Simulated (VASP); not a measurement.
# PdI (zincblende type) (F-43m) in VASP: a series of runs

PdI (zincblende type) is run at these levels: PBEsol; tasks: single point.

All numbers are computed with VASP 6.6.1; they aren't measurements. Logs are shortened: lines on timing, memory, paths and dates and some standing lists are left out, and cuts for length are marked.

## Step 1: The cell of the first run

It takes space group F-43m (No. 216, cubic). The conventional cell has a = 4.476 Å, b = 4.476 Å, c = 4.476 Å, α = 90.00°, β = 90.00°, γ = 90.00°. Within 2.6 Å of Pd (site symmetry -43m) lie 4 I at 1.94 Å. I (site symmetry -43m) has 4 Pd at 1.94 Å within 2.6 Å.

## Step 2: Single point, PBEsol (11.21 Å³/atom)

Contents of INCAR:

```
SYSTEM = PdI
ALGO = Normal
EDIFF = 1E-6
ENCUT = 520
GGA = PS
ISIF = 2
ISMEAR = -1
LASPH = .True.
LCHARG = .False.
LREAL = .False.
LWAVE = .False.
NBANDS = 16
NELM = 80
PREC = Accurate
SIGMA = 0.1
```

Contents of KPOINTS:

```
k-points
0
Gamma
  12 12 12
  0 0 0
```

Contents of POSCAR:

```
PdI
1.0
    0.0000000000      2.2381012680      2.2381012680
    2.2381012680      0.0000000000      2.2381012680
    2.2381012680      2.2381012680      0.0000000000
Pd I
1 1
Direct
    0.0000000000      0.0000000000      0.0000000000
    0.2500000000      0.2500000000      0.2500000000
```

Potentials or basis: VASP PAW PBE potentials, release 64 (Pd, I).

The run is started by

```console
cat potpaw_PBE.64/Pd/POTCAR potpaw_PBE.64/I/POTCAR > POTCAR
mpirun -np 1 vasp_std > vasp.out
```

OUTCAR:

```text
SYSTEM = PdI
   EDIFF = 1E-6
   ENCUT = 520
   GGA = PS
   ISIF = 2
   ISMEAR = -1
   LASPH = .True.
   LREAL = .False.
   NELM = 80
   PREC = Accurate

 ion  position               nearest neighbor table
   1  0.000  0.000  0.000-   2 1.94   2 1.94   2 1.94   2 1.94
   2  0.250  0.250  0.250-   1 1.94   1 1.94   1 1.94   1 1.94

  LATTYP: Found a face centered cubic cell.
 ALAT       =     4.4762025360

  Lattice vectors:

 A1 = (   0.0000000000,   2.2381012680,   2.2381012680)
 A2 = (   2.2381012680,   0.0000000000,   2.2381012680)
 A3 = (   2.2381012680,   2.2381012680,   0.0000000000)

Analysis of symmetry for initial positions (statically):
=====================================================================
 Subroutine PRICEL returns:
 Original cell was already a primitive cell.

 Routine SETGRP: Setting up the symmetry group for a
 face centered cubic supercell.

 Subroutine GETGRP returns: Found 24 space group operations
 (whereof 24 operations were pure point group operations)
 out of a pool of 48 trial point group operations.

The static configuration has the point symmetry T_d .

Analysis of symmetry for dynamics (positions and initial velocities):
=====================================================================
 Subroutine PRICEL returns:
 Original cell was already a primitive cell.

 Routine SETGRP: Setting up the symmetry group for a
 face centered cubic supercell.

 Subroutine GETGRP returns: Found 24 space group operations
 (whereof 24 operations were pure point group operations)
 out of a pool of 48 trial point group operations.

The dynamic configuration has the point symmetry T_d .

 Subroutine INISYM returns: Found 24 space group operations
 (whereof 24 operations are pure point group operations),
 and found     1 'primitive' translations

----------------------------------------------------------------------------------------

                                     Primitive cell

  volume of cell :      22.4217

  direct lattice vectors                    reciprocal lattice vectors
     0.000000000  2.238101268  2.238101268    -0.223403653  0.223403653  0.223403653
     2.238101268  0.000000000  2.238101268     0.223403653 -0.223403653  0.223403653
     2.238101268  2.238101268  0.000000000     0.223403653  0.223403653 -0.223403653

  length of vectors
     3.165153167  3.165153167  3.165153167     0.386946478  0.386946478  0.386946478

[... 78 lines left out ...]
   ENCUT  =  520.0 eV  38.22 Ry    6.18 a.u.   5.89  5.89  5.89*2*pi/ulx,y,z
   NELM   =     80;   NELMIN=  2; NELMDL= -5     # of ELM steps
   EDIFF  = 0.1E-05   stopping-criterion for ELM
   LREAL  =      F    real-space projection
   EDIFFG = 0.1E-04   stopping-criterion for IOM
   NSW    =      0    number of steps for IOM
   IBRION =     -1    ionic relax: 0-MD 1-quasi-New 2-CG
   NFREE  =      0    steps in history (QN), initial steepest desc. (CG)
   ISIF   =      2    stress and relaxation
   ISYM   =      2    0-nonsym 1-usesym 2-fastsym
   POTIM  = 0.5000    time-step for ionic-motion
   TEBEG  =    0.0;   TEEND  =   0.0 temperature during run
   PSTRESS=    0.0 pullay stress
   NELECT =      17.0000    total number of electrons
   NUPDOWN=      -1.0000    fix difference up-down
   EMIN   =  10.00;   EMAX   =-10.00  energy-range for DOS
   EFERMI =   0.00;   METHOD = LEGACY
   ISMEAR =    -1;   SIGMA  =   0.10  broadening in eV -4-tet -1-fermi 0-gaus
   EFERMI_NEDOS =   21; number of points for ismear=-14 and -15
   IALGO  =     38    algorithm
   IMIX   =      4    mixing-type and parameters
     AMIX     =   0.40;   BMIX     =  1.00
     AMIX_MAG =   1.60;   BMIX_MAG =  1.00
  volume/ion in A,a.u.               =      11.21        75.65
  Fermi-wavevector in a.u.,A,eV,Ry     =   1.492799  2.820982 30.319897  2.228450
  Thomas-Fermi vector in A             =   2.605281
   LORBIT       =      0    0 simple, 1 ext, 2 COOP (PROOUT), +10 PAW based schemes
   GGA     = PS    functional components
   LHFCALC =     F    Hartree Fock is set to
   AEXX    =    0.0000 exact exchange contribution
   IVDW    =     0    specifies the selected vdW correction
   LEPSILON=     F    determine dielectric tensor
   LRPA    =     F    only Hartree local field effects (RPA)
 non-spin polarized calculation
  energy-cutoff  :      520.00
  volume of cell :       22.42
 maximum number of plane-waves:       620
   NGX = 11   NGY = 11   NGZ = 11

 number of electron      16.9999996 magnetization

 Free energy of the ion-electron system (eV)
  ---------------------------------------------------
  ext. energy  EPLUGINS =         0.00000000
  ---------------------------------------------------
  free energy    TOTEN  =        17.14334254 eV

  energy without entropy =       17.15992664  energy(sigma->0) =       17.15163459

 E-fermi :  23.9042     XC(G=0): -14.6588

 val. band max:       23.9006715542   @ k =   0.1667   0.0000   0.0000
 cond. band min:      23.9412150087   @ k =   0.2500   0.1667   0.0000
 fundamental gap:      0.0405434545
 Fermi energy:        23.9042474694

 k-point     1 :       0.0000    0.0000    0.0000
  band No.  band energies     occupation
      1       1.0344      2.00000
      2      10.3532      2.00000
      3      10.3532      2.00000
      4      10.3532      2.00000
      5      14.2933      2.00000
      6      14.2933      2.00000
[... 433 lines left out ...]
      3      11.0488      2.00000
      4      11.3814      2.00000
      5      14.2892      2.00000
      6      14.7912      2.00000
[... 8 lines left out ...]
     15      37.2280      0.00000
     16      38.9255      0.00000

 [... further k-points ...]

------------------------ aborting loop because EDIFF is reached ----------------------------------------

  FORCE on cell =-STRESS in cart. coord.  units (eV):
  Direction    XX          YY          ZZ          XY          YZ          ZX
  --------------------------------------------------------------------------------------
  -------------------------------------------------------------------------------------
  Total       79.5456590     79.5456590     79.5456590      0.0000000      0.0000000      0.0000000
  in kB     5684.0497607   5684.0497607   5684.0497607      0.0000000      0.0000000      0.0000000
  external PRESSURE =    5684.0497607 kB  Pullay stress =       0.0000000 kB

 VOLUME and BASIS-vectors are now :
 -----------------------------------------------------------------------------
  energy-cutoff  :      520.00
  volume of cell :       22.42
      direct lattice vectors                 reciprocal lattice vectors
     0.000000000  2.238101268  2.238101268    -0.223403653  0.223403653  0.223403653
     2.238101268  0.000000000  2.238101268     0.223403653 -0.223403653  0.223403653
     2.238101268  2.238101268  0.000000000     0.223403653  0.223403653 -0.223403653

 POSITION                                       TOTAL-FORCE (eV/Angst)
 -----------------------------------------------------------------------------------
      0.00000      0.00000      0.00000         0.000000      0.000000      0.000000
      1.11905      1.11905      1.11905        -0.000000     -0.000000     -0.000000
 -----------------------------------------------------------------------------------
    total drift:                                0.000001      0.000001      0.000001

  FREE ENERGIE OF THE ION-ELECTRON SYSTEM (eV)
  ---------------------------------------------------
  free  energy   TOTEN  =        17.1433425368 eV

  energy  without entropy=       17.1599266384  energy(sigma->0) =       17.15163459
```

stdout:

```text
POSCAR found type information on POSCAR PdI
 POSCAR found :  2 types and       2 ions
 scaLAPACK will be used
 -----------------------------------------------------------------------------
|                                                                             |
|                                                                             |
|     You enforced a specific xc type in the INCAR file but a different       |
|     I HOPE YOU KNOW WHAT YOU ARE DOING!                                     |
|                                                                             |
 -----------------------------------------------------------------------------

 LDA part: xc-table for (Slater+PW92), standard interpolation
 POSCAR, INCAR and KPOINTS ok, starting setup
 FFT: planning ... GRIDC
 FFT: planning ... GRID_SOFT
 FFT: planning ... GRID
 WAVECAR not read
 entering main loop
```

Wall time 30 s (1 thread of AMD EPYC 7R43 (Zen 3), shared host); peak memory 0.12 GiB.

What came out:

```
Free energy            : 17.1433 eV
Pressure               : 568.4 GPa
Band gap on the k mesh : zero (an odd number of electrons rules out a gap without spin polarisation)
```

Levels at points of the mesh, in eV from the Fermi level:
```csv
k point,band 5,band 6,band 7,band 8,band 9,band 10,band 11,band 12,band 13,band 14
"(0.00, 0.00, 0.00)",-9.61,-9.61,2.75,3.41,3.41,3.41,7.43,7.43,7.43,9.09
"(0.50, 0.00, 0.00)",-9.39,-9.39,-7.72,-0.04,-0.04,1.49,7.93,7.93,11.04,13.29
"(0.50, 0.50, 0.00)",-10.14,-9.44,-5.99,-5.99,-5.69,3.82,5.04,11.37,15.36,15.36
```

Caveat: atoms lie so close that the PAW spheres overlap strongly, which falsifies energies and pressures; the cell stands under pressure; the PAW data sets were made with another functional, which shifts forces and pressure a little; spin-orbit coupling is left out, which moves the levels of the heavy elements; an odd number of electrons without spin polarisation forces a metal; a magnetic or distorted state may lie lower.

## Step 3: Single point, PBEsol (14.01 Å³/atom)

This run uses another cell than the first one, of 14.01 Å³/atom.

INCAR, as its differences from that of step 2:

```diff
@@ -12,3 +12,3 @@
 NBANDS = 16
-NELM = 80
+NELM = 60
 PREC = Accurate
```

KPOINTS is that of step 2.

Contents of POSCAR:

```
PdI
1.0
    0.0000000000      2.4109215058      2.4109215058
    2.4109215058      0.0000000000      2.4109215058
    2.4109215058      2.4109215058      0.0000000000
Pd I
1 1
Direct
    0.0000000000      0.0000000000      0.0000000000
    0.2500000000      0.2500000000      0.2500000000
```

Potentials or basis: VASP PAW PBE potentials, release 64 (Pd, I).

The run is started by

```console
cat potpaw_PBE.64/Pd/POTCAR potpaw_PBE.64/I/POTCAR > POTCAR
mpirun -np 1 vasp_std > vasp.out
```

Wall time 44 s (1 thread of AMD EPYC 7R43 (Zen 3), shared host); peak memory 0.15 GiB.

It converged, with:

- Free energy: 3.5394 eV
- Pressure: 254.6 GPa
- Band gap on the k mesh: zero (an odd number of electrons rules out a gap without spin polarisation)

Levels at points of the mesh, in eV from the Fermi level:
```
           k point  band 7  band 8  band 9  band 10  band 11  band 12
(0.00, 0.00, 0.00)    2.92    3.35    3.35     3.35     6.31     6.31
(0.50, 0.00, 0.00)   -5.97   -0.04   -0.04     2.82     7.45     7.45
(0.50, 0.50, 0.00)   -4.75   -4.46   -4.46     4.18     4.45    11.55
```

Caveat: the cell stands under pressure; the PAW data sets were made with another functional, which shifts forces and pressure a little; spin-orbit coupling is left out, which moves the levels of the heavy elements; an odd number of electrons without spin polarisation forces a metal; a magnetic or distorted state may lie lower.

## Step 4: Single point, PBEsol (16.82 Å³/atom)

This run uses another cell than the first one, of 16.82 Å³/atom.

Contents of INCAR:

```
PREC = Accurate
ENCUT = 520
EDIFF = 1E-7
ISMEAR = -1
SIGMA = 0.1
LREAL = False
LASPH = True
NELM = 60
ALGO = Normal
ISIF = 2
LWAVE = False
LCHARG = False
GGA = PS
NBANDS = 16
```

Contents of KPOINTS:

```
regular mesh
0
Gamma
  12 12 12
```

Contents of POSCAR:

```
PdI
1.0
    0.0000000000      2.5619863977      2.5619863977
    2.5619863977      0.0000000000      2.5619863977
    2.5619863977      2.5619863977      0.0000000000
Pd I
1 1
Direct
    0.0000000000      0.0000000000      0.0000000000
    0.2500000000      0.2500000000      0.2500000000
```

The run is started by

```console
cat potpaw_PBE.64/Pd/POTCAR potpaw_PBE.64/I/POTCAR > POTCAR
mpirun -np 1 vasp_std > vasp.out
```

Run time: 56 s. Hardware: 1 thread of AMD EPYC 7R43 (Zen 3), shared host; peak memory 0.15 GiB.

It converged, with:

```
Free energy            : -2.6929 eV
Pressure               : 119.3 GPa
Band gap on the k mesh : zero (an odd number of electrons rules out a gap without spin polarisation)
```

Levels at points of the mesh, in eV from the Fermi level:
| k point | band 6 | band 7 | band 8 | band 9 | band 10 | band 11 | band 12 | band 13 |
| --- | --- | --- | --- | --- | --- | --- | --- | --- |
| (0.00, 0.00, 0.00) | -5.35 | 2.74 | 2.77 | 2.77 | 2.77 | 5.95 | 5.95 | 5.95 |
| (0.50, 0.00, 0.00) | -5.20 | -4.66 | -0.02 | -0.02 | 3.32 | 7.10 | 7.10 | 8.73 |
| (0.50, 0.50, 0.00) | -5.00 | -3.90 | -3.39 | -3.39 | 4.06 | 4.38 | 11.49 | 13.91 |

Caveat: the cell stands under pressure; the PAW data sets were made with another functional, which shifts forces and pressure a little; spin-orbit coupling is left out, which moves the levels of the heavy elements; an odd number of electrons without spin polarisation forces a metal; a magnetic or distorted state may lie lower.

## Step 5: Single point, PBEsol (19.62 Å³/atom)

This run uses another cell than the first one, of 19.62 Å³/atom.

Contents of INCAR:

```
SYSTEM = PdI
PREC = Accurate ; ENCUT = 520
EDIFF = 1E-7 ; ISMEAR = -1
SIGMA = 0.1 ; LREAL = .False.
LASPH = .True. ; NELM = 60
ALGO = Normal ; ISIF = 2
LWAVE = .False. ; LCHARG = .True.
GGA = PS ; LELF = .True.
LVHAR = .True. ; NBANDS = 16
```

Contents of KPOINTS:

```
regular mesh
0
Gamma
  12 12 12
  0 0 0
```

Contents of POSCAR:

```
PdI
1.0
    0.0000000000      2.6970712287      2.6970712287
    2.6970712287      0.0000000000      2.6970712287
    2.6970712287      2.6970712287      0.0000000000
Pd I
1 1
Direct
    0.0000000000      0.0000000000      0.0000000000
    0.2500000000      0.2500000000      0.2500000000
```

The run is started by

```console
cat potpaw_PBE.64/Pd/POTCAR potpaw_PBE.64/I/POTCAR > POTCAR
mpirun -np 1 vasp_std > vasp.out
```

Run time: 56 s. Hardware: 1 thread of AMD EPYC 7R43 (Zen 3), shared host; peak memory 0.15 GiB.

It converged, with:

```yaml
Free_energy: -5.6265 eV
Pressure: 55.9 GPa
Band_gap_on_the_k_mesh: zero (an odd number of electrons rules out a gap without spin polarisation)
```

Levels at points of the mesh, in eV from the Fermi level:
| k point | band 5 | band 6 | band 7 | band 8 | band 9 | band 10 | band 11 | band 12 | band 13 | band 14 |
| --- | --- | --- | --- | --- | --- | --- | --- | --- | --- | --- |
| (0.00, 0.00, 0.00) | -4.18 | -4.18 | 2.20 | 2.20 | 2.20 | 2.44 | 5.84 | 5.84 | 5.84 | 10.14 |
| (0.50, 0.00, 0.00) | -4.06 | -4.06 | -3.70 | 0.00 | 0.00 | 3.39 | 6.86 | 6.86 | 8.34 | 11.97 |
| (0.50, 0.50, 0.00) | -4.32 | -3.85 | -3.20 | -2.63 | -2.63 | 3.82 | 4.45 | 11.34 | 12.63 | 12.94 |

Caveat: the cell stands under pressure; the PAW data sets were made with another functional, which shifts forces and pressure a little; spin-orbit coupling is left out, which moves the levels of the heavy elements; an odd number of electrons without spin polarisation forces a metal; a magnetic or distorted state may lie lower.

(Part 1 of 2 ends here.)
